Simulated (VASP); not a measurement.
# MnSi (P2_13) in VASP: single point with PBE

Aim: the single point of MnSi with PBE.

Program: VASP 6.6.1. These are calculated values, not measurements. Logs are shortened: lines on timing, memory, paths and dates and some standing lists are left out, and cuts for length are marked.

### Step 1. The cell of the first run

Symmetry: P2_13, No. 198, cubic system. The conventional cell has a = 4.518 Å, b = 4.518 Å, c = 4.518 Å, α = 90.00°, β = 90.00°, γ = 90.00°. Within 3.0 Å of Mn (site symmetry 3) lie 7 Si at 2.28 to 2.53 Å and 6 Mn at 2.77 Å. Within 3.0 Å of Si (site symmetry 3) lie 7 Mn at 2.28 to 2.53 Å and 6 Si at 2.79 Å.

### Step 2. Single point, PBE, collinear spin, ferrimagnetic start

Input file INCAR:

```
SYSTEM = MnSi
PREC     = Accurate       ! precision mode
ENCUT    = 520            ! plane-wave cutoff, eV
EDIFF    = 1E-6           ! SCF threshold, eV
ISMEAR   = 0              ! smearing method
SIGMA    = 0.05           ! smearing width, eV
LREAL    = .False.        ! projectors in reciprocal space
LASPH    = .True.         ! aspherical terms in the spheres
NELM     = 150            ! most SCF steps
ALGO     = Normal         ! electronic algorithm
ISIF     = 2              ! what is computed and relaxed
LWAVE    = .False.        ! write WAVECAR
LCHARG   = .False.        ! write CHGCAR
ISPIN    = 2              ! spin polarisation
MAGMOM   = 3.5 3.5 3.5 -3.5 0 0 0 0 ! initial moments
LORBIT   = 11             ! projections on sites
LMAXMIX  = 4              ! l up to which the mixer works
GGA      = PE             ! functional
NBANDS   = 48             ! bands
KPAR     = 4
```

Input file KPOINTS:

```
Automatic mesh
0
Gamma
  8 8 8
  0 0 0
```

Input file POSCAR:

```
MnSi
1.0
    4.5181925642      0.0000000000      0.0000000000
    0.0000000000      4.5181925642      0.0000000000
    0.0000000000      0.0000000000      4.5181925642
Mn Si
4 4
Direct
    0.1363674733      0.1363674733      0.1363674733
    0.3636325267      0.8636325267      0.6363674733
    0.6363674733      0.3636325267      0.8636325267
    0.8636325267      0.6363674733      0.3636325267
    0.8451638357      0.8451638357      0.8451638357
    0.6548361643      0.1548361643      0.3451638357
    0.3451638357      0.6548361643      0.1548361643
    0.1548361643      0.3451638357      0.6548361643
```

Potentials or basis: VASP PAW PBE potentials, release 64 (Mn_pv, Si).

Command:

```console
cat potpaw_PBE.64/Mn_pv/POTCAR potpaw_PBE.64/Si/POTCAR > POTCAR
mpirun -np 4 vasp_std > vasp.out
```

OUTCAR:

```text
SYSTEM = MnSi
   PREC = Accurate
   ENCUT = 520
   EDIFF = 1E-6
   ISMEAR = 0
   LREAL = .False.
   LASPH = .True.
   NELM = 150
   ISIF = 2
   ISPIN = 2
   LORBIT = 11
   GGA = PE

 ion  position               nearest neighbor table
   1  0.136  0.136  0.136-   5 2.28   6 2.37   7 2.37   8 2.37   7 2.53   8 2.53   6 2.53   3 2.77
                             4 2.77   2 2.77   2 2.77   4 2.77   3 2.77
   2  0.364  0.864  0.636-   6 2.28   5 2.37   7 2.37   8 2.37   7 2.53   8 2.53   5 2.53   1 2.77
                             1 2.77   3 2.77   3 2.77   4 2.77   4 2.77
   3  0.636  0.364  0.864-   7 2.28   8 2.37   5 2.37   6 2.37   8 2.53   6 2.53   5 2.53   1 2.77
                             4 2.77   2 2.77   2 2.77   4 2.77   1 2.77
   4  0.864  0.636  0.364-   8 2.28   7 2.37   5 2.37   6 2.37   6 2.53   5 2.53   7 2.53   1 2.77
                             3 2.77   2 2.77   1 2.77   2 2.77   3 2.77
   5  0.845  0.845  0.845-   1 2.28   2 2.37   3 2.37   4 2.37   3 2.53   4 2.53   2 2.53   7 2.79
                             8 2.79   8 2.79   7 2.79   6 2.79   6 2.79
   6  0.655  0.155  0.345-   2 2.28   1 2.37   3 2.37   4 2.37   3 2.53   4 2.53   1 2.53   7 2.79
                             7 2.79   8 2.79   8 2.79   5 2.79   5 2.79
   7  0.345  0.655  0.155-   3 2.28   4 2.37   1 2.37   2 2.37   4 2.53   2 2.53   1 2.53   5 2.79
                             6 2.79   6 2.79   5 2.79   8 2.79   8 2.79
   8  0.155  0.345  0.655-   4 2.28   3 2.37   1 2.37   2 2.37   2 2.53   1 2.53   3 2.53   5 2.79
                             5 2.79   6 2.79   6 2.79   7 2.79   7 2.79

  LATTYP: Found a simple cubic cell.
 ALAT       =     4.5181925642

  Lattice vectors:

 A1 = (   4.5181925642,   0.0000000000,   0.0000000000)
 A2 = (   0.0000000000,   4.5181925642,   0.0000000000)
 A3 = (   0.0000000000,   0.0000000000,   4.5181925642)

Analysis of symmetry for initial positions (statically):
=====================================================================
 Subroutine PRICEL returns:
 Original cell was already a primitive cell.

 Routine SETGRP: Setting up the symmetry group for a
 simple cubic supercell.

 Subroutine GETGRP returns: Found 12 space group operations
 (whereof  3 operations were pure point group operations)
 out of a pool of 48 trial point group operations.

The static configuration has the point symmetry C_3 .
 The point group associated with its full space group is T   .

Analysis of symmetry for dynamics (positions and initial velocities):
=====================================================================
 Subroutine PRICEL returns:
 Original cell was already a primitive cell.

 Routine SETGRP: Setting up the symmetry group for a
 simple cubic supercell.

 Subroutine GETGRP returns: Found 12 space group operations
 (whereof  3 operations were pure point group operations)
 out of a pool of 48 trial point group operations.

The dynamic configuration has the point symmetry C_3 .
 The point group associated with its full space group is T   .

[... 178 lines left out ...]
 fundamental gap:      0.0549326412
 Fermi energy:        11.1262706056

 spin component 1

 k-point     1 :       0.0000    0.0000    0.0000
  band No.  band energies     occupation
      1     -37.2749      1.00000
      2     -37.2748      1.00000
      3     -37.2748      1.00000
      4     -37.2012      1.00000
      5     -37.2012      1.00000
      6     -37.1967      1.00000
[... 1165 lines left out ...]
     45      15.2485      0.00000
     46      15.2486      0.00000

 [... further k-points ...]

 spin component 2

 k-point     1 :       0.0000    0.0000    0.0000
  band No.  band energies     occupation
      1     -36.2630      1.00000
      2     -36.2629      1.00000
      3     -36.2629      1.00000
      4     -36.1761      1.00000
      5     -36.0460      1.00000
      6     -36.0460      1.00000
[... 1165 lines left out ...]
     45      15.6699      0.00000
     46      15.6699      0.00000

 [... further k-points ...]

 [bands above 46 left out]

------------------------ aborting loop because EDIFF is reached ----------------------------------------

  FORCE on cell =-STRESS in cart. coord.  units (eV):
  Direction    XX          YY          ZZ          XY          YZ          ZX
  --------------------------------------------------------------------------------------
  -------------------------------------------------------------------------------------
  Total       -0.0045029     -0.0045029     -0.0045029      0.0008243      0.0008243     -0.0008243
  in kB       -0.0782184     -0.0782184     -0.0782184      0.0143186      0.0143186     -0.0143186
  external PRESSURE =      -0.0782184 kB  Pullay stress =       0.0000000 kB

 VOLUME and BASIS-vectors are now :
 -----------------------------------------------------------------------------
  energy-cutoff  :      520.00
  volume of cell :       92.23
      direct lattice vectors                 reciprocal lattice vectors
     4.518192564  0.000000000  0.000000000     0.221327441  0.000000000  0.000000000
     0.000000000  4.518192564  0.000000000     0.000000000  0.221327441  0.000000000
     0.000000000  0.000000000  4.518192564     0.000000000  0.000000000  0.221327441

 POSITION                                       TOTAL-FORCE (eV/Angst)
 -----------------------------------------------------------------------------------
      0.61613      0.61613      0.61613         0.007954      0.007958      0.008066
      1.64296      3.90206      2.87523        -0.007958     -0.008066      0.007954
      2.87523      1.64296      3.90206         0.008066     -0.007954     -0.007958
      3.90206      2.87523      1.64296        -0.007892      0.007892     -0.007892
      3.81861      3.81861      3.81861        -0.001370     -0.001383     -0.001363
      2.95868      0.69958      1.55952         0.001383      0.001363     -0.001370
      1.55952      2.95868      0.69958        -0.001363      0.001370      0.001383
      0.69958      1.55952      2.95868         0.001182     -0.001182      0.001182
 -----------------------------------------------------------------------------------
    total drift:                               -0.000014      0.000012     -0.000013

  FREE ENERGIE OF THE ION-ELECTRON SYSTEM (eV)
  ---------------------------------------------------
  free  energy   TOTEN  =       -61.4358861569 eV

  energy  without entropy=      -61.4325881877  energy(sigma->0) =      -61.43423717

 total charge

# of ion       s       p       d       tot
------------------------------------------
    1        0.334   6.388   5.289  12.011
    2        0.334   6.388   5.289  12.011
    3        0.334   6.388   5.289  12.011
    4        0.334   6.388   5.289  12.011
    5        0.744   0.905   0.000   1.649
    6        0.744   0.905   0.000   1.649
    7        0.744   0.905   0.000   1.649
    8        0.744   0.905   0.000   1.649
--------------------------------------------------
tot          4.310  29.176  21.156  54.642

 magnetization (x)

# of ion       s       p       d       tot
------------------------------------------
    1        0.001   0.007   1.044   1.052
    2        0.001   0.007   1.044   1.052
    3        0.001   0.007   1.044   1.052
    4        0.001   0.007   1.044   1.052
    5       -0.013  -0.036   0.000  -0.048
    6       -0.013  -0.036   0.000  -0.048
    7       -0.013  -0.036   0.000  -0.048
    8       -0.013  -0.036   0.000  -0.048
--------------------------------------------------
tot         -0.049  -0.113   4.177   4.016
```

Run time: 3.7 min. Hardware: 4 MPI ranks of AMD EPYC 7R13 (Zen 3), shared host; peak memory 0.59 GiB.

What came out:

```
Free energy                                           : -61.4359 eV
Pressure                                              : 0.0 GPa
Largest force                                         : 0.014 eV/Å
Band gap on the k mesh                                : zero (filled and empty bands overlap)
Net moment                                            : 3.97 μB per cell
Site moments                                          : Mn +1.05; Si -0.05 μB
Valence electrons inside the program's atomic spheres : Mn 12.01; Si 1.65
```

Forces in eV/Å, atoms in the order of the input:
```
Mn   0.008  0.008  0.008
Mn  -0.008 -0.008  0.008
Mn   0.008 -0.008 -0.008
Mn  -0.008  0.008 -0.008
Si  -0.001 -0.001 -0.001
Si   0.001  0.001 -0.001
Si  -0.001  0.001  0.001
Si   0.001 -0.001  0.001
```
